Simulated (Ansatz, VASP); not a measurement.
**V in VASP and in Ansatz**

The input INCAR:

```
PREC = Accurate
ENCUT = 520
EDIFF = 1E-7
ISMEAR = -1
SIGMA = 0.1
LREAL = F
LASPH = T
NELM = 100
ALGO = Normal
ISIF = 2
LWAVE = F
LCHARG = F
GGA = RP
NBANDS = 34
```

File KPOINTS:

```
regular mesh
0
Gamma
  15 15 4
```

POSCAR

```
V
1.0
    2.5849989706      0.0000000000      0.0000000000
   -1.2924994853      2.2386747773      0.0000000000
    0.0000000000      0.0000000000      9.0379742123
V
4
Direct
    0.0000000000      0.0000000000      1.0000000000
    1.0000000000      0.0000000000      0.5000000000
    0.3333333333      0.6666666667      0.2500000000
    0.6666666667      0.3333333333      0.7500000000
```

Input for Ansatz:

```yaml
crystal:
  lattice:
    - [2.5849989706, 0.0, 0.0]
    - [-1.2924994853, 2.2386747773, 0.0]
    - [0.0, 0.0, 9.0379742123]
  atoms:
    - { symbol: V, position: [0.0, 0.0, 1.0] }
    - { symbol: V, position: [1.0, 0.0, 0.5] }
    - { symbol: V, position: [0.3333333333, 0.6666666667, 0.25] }
    - { symbol: V, position: [0.6666666667, 0.3333333333, 0.75] }
hamiltonian:
  xc: rpbe
  pseudopotentials:
    kind: paw
    azcp:
      V: "pseudopotentials/V.paw.azcp"
basis:
  ecutwfc: 420
  fft_grid_basis: typed
kpoints:
  mp_grid: { grid: [15, 15, 4], shift: [0, 0, 0] }
magnetization:
  spin_polarized: false
scf:
  occupations: { method: fermi_dirac, width: 0.1 }
  lower_state_search: "off"
output:
  stress: true
  write_density: true
  write_potential: true
  elf: true
  volumetric_format: npy
```

Alike in both runs: task single point; functional RPBE; k mesh 15 × 15 × 4; occupations fermi-dirac, width 0.1 eV; no spin polarisation.

|  | VASP | Ansatz |
| --- | --- | --- |
| version | VASP 6.6.1 | Ansatz 0.2.0 |
| potentials or method | VASP PAW PBE potentials, release 64 (V_sv), cutoff 520 eV | plane waves (420 eV) with PAW, scalar-relativistic |
| valence electrons in the cell | 52 | 52 |

|  | VASP | Ansatz | Ansatz less VASP |
| --- | --- | --- | --- |
| pressure (GPa) | 16.4 | 16.1 | -0.30 |
| traceless stress, the component that is largest in VASP (GPa) | 0.33 | 0.31 | -0.025 |

VASP's potentials were made for PBE, not for RPBE. The functional is the same, so the differences come from potentials, cutoffs and numerics.
